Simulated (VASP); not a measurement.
# EuS: single point with PBE+U

Crystal: EuS.

```
CELL_PARAMETERS angstrom
0.00000 2.97850 2.97850
2.97850 0.00000 2.97850
2.97850 2.97850 0.00000
ATOMIC_POSITIONS crystal
Eu 0.00000 0.00000 0.00000
S 0.50000 0.50000 0.50000
```

```yaml
Program: VASP 6.6.1
Task: single point
Functional: PBE
Potentials_or_basis: VASP PAW PBE potentials, release 64 (Eu, S)
Cutoff: 600 eV
k_mesh: 7 × 7 × 7
Occupations: fermi-dirac, width 0.15 eV
Spin: collinear spin, ferromagnetic start
Starting_moments: "[7.0, 0.0] μB"
Hubbard_terms: Eu f U = 2.0 eV
```

```
Pressure                                              : -1.5 GPa
Band gap on the k mesh                                : zero (filled and empty bands overlap)
Net moment                                            : 6.97 μB per cell
Site moments                                          : Eu +6.62; S -0.07 μB
Valence electrons inside the program's atomic spheres : Eu 14.79; S 3.75
```

Levels at points of the mesh, in eV from the Fermi level:
Spin up:
```
           k point  band 13  band 14  band 15  band 16  band 17  band 18
(0.00, 0.00, 0.00)    -0.29    -0.29    -0.29     0.90     1.19     1.19
```
Spin down:
| k point | band 5 | band 6 | band 7 | band 8 | band 9 | band 10 | band 11 | band 12 |
| --- | --- | --- | --- | --- | --- | --- | --- | --- |
| (0.00, 0.00, 0.00) | -13.42 | -2.55 | -2.55 | -2.55 | 1.46 | 1.91 | 1.91 | 1.91 |

Eigenvalues of the final occupation matrices:
| site | spin | trace | eigenvalues |
| --- | --- | --- | --- |
| site 1 f | 1 | 6.70 | 0.95 0.95 0.95 0.96 0.96 0.96 0.96 |
| site 1 f | 2 | 0.01 | 0.00 0.00 0.00 0.00 0.00 0.00 0.00 |

It took 3.3 min on 1 thread of Intel Xeon 8259CL, on a shared host, peak memory 0.27 GiB.

Caveat: spin-orbit coupling is left out, which moves the levels of the heavy elements; a cell with one magnetic atom can't hold antiferromagnetic order, which such compounds often take. The state reached can hang on the start; a lower one may exist.
